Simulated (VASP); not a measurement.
Runs of VASP 6.6.1 on C. The structure is that of space group Fd-3m (No. 227), or close to it. The cells are those of the table. 

| level | potentials or basis | cell | cutoff (eV) | smearing | second run | gap on the mesh (eV) | pressure (GPa) |
| --- | --- | --- | --- | --- | --- | --- | --- |
| r2SCAN | VASP PAW PBE potentials, release 64 (C) | a = 2.492 Å, angles 60.0°, 2 atoms | 520 | gaussian 0.01 eV | - | (b) | 15.6 |
| r2SCAN | VASP PAW PBE potentials, release 64 (C) | a = 2.517 Å, angles 60.0°, 2 atoms | 520 | gaussian 0.01 eV | - | 4.36 | (c) |
| PBE | VASP PAW PBE potentials, release 64 (C) | a = 2.593 Å, angles 60.0°, 2 atoms | 520 | fermi-dirac 0.02 eV | - | 3.97 | -29.2 |
| PBE | VASP PAW PBE potentials, release 64 (C) | a = 2.492 Å, angles 60.0°, 2 atoms | 520 | fermi-dirac 0.02 eV | - | 4.23 | 19.3 |
| r2SCAN | VASP PAW PBE potentials, release 64 (C_h) | a = 2.492 Å, angles 60.0°, 2 atoms | 910 | gaussian 0.01 eV | hard_potentials | (a) | 13.5 |

Alike in all rows: task single point; no spin polarisation; k mesh 12 × 12 × 12.

**Question.** Estimate the missing entries.

**Answer.** (a) 4.46; (b) 4.43; (c) 1.1.

Caveats: the PAW data sets were made with another functional, which shifts forces and pressure a little (some runs); the cutoff is under 1.25 times the usual one of these potentials, so pressure, stress and relaxed cells hold a basis-set (Pulay) error (some runs).

A k mesh can miss the band edges.
